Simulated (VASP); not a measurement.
Input of a VASP 6.6.1 run:

File POSCAR:

```
TiO2
1.0
    6.0329180879     -1.8478499513     -0.0086355404
    6.0329180879      1.8478499513     -0.0086355404
   -1.8993888287      0.0000000000      6.3297875961
Ti O
4 8
Direct
    0.8071906632      0.8071906632      0.7207816033
    0.1007069176      0.1007069176      0.7112456187
    0.1928093368      0.1928093368      0.2792183967
    0.8992930824      0.8992930824      0.2887543813
    0.0589247133      0.0589247133      0.3727734060
    0.6385573146      0.6385573146      0.7073707035
    0.1310493696      0.1310493696      0.0025959290
    0.9410752867      0.9410752867      0.6272265940
    0.7351003859      0.7351003859      0.3454220648
    0.8689506304      0.8689506304      0.9974040710
    0.2648996141      0.2648996141      0.6545779352
    0.3614426854      0.3614426854      0.2926292965
```

Contents of INCAR.step1:

```
SYSTEM = TiO2
ALGO     = Normal         ! electronic algorithm
EDIFF    = 1E-4           ! SCF threshold, eV
ENCUT    = 520            ! plane-wave cutoff, eV
GGA      = PE             ! functional
ISMEAR   = 0              ! smearing method
LASPH    = .TRUE.         ! aspherical terms in the spheres
LCHARG   = .FALSE.        ! write CHGCAR
LREAL    = .FALSE.        ! projectors in reciprocal space
LWAVE    = .TRUE.         ! write WAVECAR
NBANDS   = 60             ! bands
NELM     = 100            ! most SCF steps
PREC     = Accurate       ! precision mode
SIGMA    = 0.02           ! smearing width, eV
```

INCAR.step2

```
SYSTEM = TiO2
ALGO     = Normal         ! electronic algorithm
EDIFF    = 1E-7           ! SCF threshold, eV
ENCUT    = 520            ! plane-wave cutoff, eV
ISIF     = 2              ! what is computed and relaxed
ISMEAR   = 0              ! smearing method
ISTART   = 1            
LASPH    = .TRUE.         ! aspherical terms in the spheres
LCHARG   = .FALSE.        ! write CHGCAR
LMIXTAU  = .TRUE.       
LREAL    = .FALSE.        ! projectors in reciprocal space
LWAVE    = .FALSE.        ! write WAVECAR
METAGGA  = R2SCAN         ! meta-GGA
NBANDS   = 60             ! bands
NELM     = 100            ! most SCF steps
PREC     = Accurate       ! precision mode
SIGMA    = 0.02           ! smearing width, eV
```

The input KPOINTS:

```
k-points
0
G
  6 6 4
  0 0 0
```

Potentials or basis: VASP PAW PBE potentials, release 64 (Ti_sv, O).

Command:

```console
$ cat potpaw_PBE.64/Ti_sv/POTCAR potpaw_PBE.64/O/POTCAR > POTCAR
$ cp INCAR.step1 INCAR
$ mpirun -np 1 vasp_std > vasp.out
$ cp INCAR.step2 INCAR
$ mpirun -np 1 vasp_std > vasp.out
```

(1) Estimate the pressure.

(2) Predict the largest force.

Results:

(1) 3.8 GPa.

(2) 0.142 eV/Å.

Caveat: the cell differs from its parent crystal (biaxial strain in the a-b plane: -1.0 %, then relaxed in part); the cell stands under pressure; the PAW data sets were made with another functional, which shifts forces and pressure a little.
